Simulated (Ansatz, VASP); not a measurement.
## Two plane-wave programs on SrTlBr3

File INCAR:

```
SYSTEM = SrTlBr3
ALGO = Normal
EDIFF = 1E-6
ENCUT = 520
GGA = PE
ISIF = 2
ISMEAR = -1
LASPH = .TRUE.
LCHARG = .FALSE.
LREAL = .FALSE.
LWAVE = .FALSE.
NBANDS = 30
NELM = 100
PREC = Accurate
SIGMA = 0.02
```

Contents of KPOINTS:

```
k-points
0
G
  4 4 4
  0 0 0
```

File POSCAR:

```
SrTlBr3
1.0
    5.9919529718      0.0000000000      0.0000000000
    0.0000000000      5.9919529718      0.0000000000
    0.0000000000      0.0000000000      5.9919529718
Tl Sr Br
1 1 3
Direct
    0.0000000000      0.0000000000      0.0000000000
    0.5000000000      0.5000000000      0.5000000000
    0.5000000000      0.5000000000      0.0000000000
    0.5000000000      0.0000000000      0.5000000000
    0.0000000000      0.5000000000      0.5000000000
```

Input for Ansatz:

```yaml
crystal:
  lattice:
    - [5.9919529718, 0.0, 0.0]
    - [0.0, 5.9919529718, 0.0]
    - [0.0, 0.0, 5.9919529718]
  atoms:
    - { symbol: Tl, position: [0.0, 0.0, 0.0] }
    - { symbol: Sr, position: [0.5, 0.5, 0.5] }
    - { symbol: Br, position: [0.5, 0.5, 0.0] }
    - { symbol: Br, position: [0.5, 0.0, 0.5] }
    - { symbol: Br, position: [0.0, 0.5, 0.5] }
kpoints:
  mp_grid: { grid: [4, 4, 4] }
  band_path:
    path: [[0.0, 0.0, 0.0], [0.0, 0.5, 0.0], [0.5, 0.5, 0.0], [0.5, 0.5, 0.5]]
    npoints: 1
hamiltonian:
  xc: pbe
scf:
  occupations: { method: fermi_dirac, width: 0.02 }
  n_extra_bands: 5
output:
  forces: true
  stress: true
  eigenvalues: true
```

Change from the starting cell: hydrostatic strain +1.5%.

Alike in both runs: task single point; functional PBE; k mesh 4 × 4 × 4; occupations fermi-dirac, width 0.02 eV; no spin polarisation.

|  | VASP | Ansatz |
| --- | --- | --- |
| version | VASP 6.6.1 | Ansatz 0.2.0 |
| potentials or method | VASP PAW PBE potentials, release 64 (Tl_d, Sr_sv, Br) | plane waves, PAW |
| plane-wave cutoff (eV) | 520 | 420 |
| valence electrons in the cell | 44 | 44 |

```tsv
	VASP	Ansatz	Ansatz less VASP
gap on the k mesh at the Fermi level (eV)	3.13	3.13	0.000
pressure (GPa)	-0.2	-0.2	-0.05
```

The functional is the same, so the differences come from potentials, cutoffs and numerics.

Neither program's run includes spin-orbit coupling.
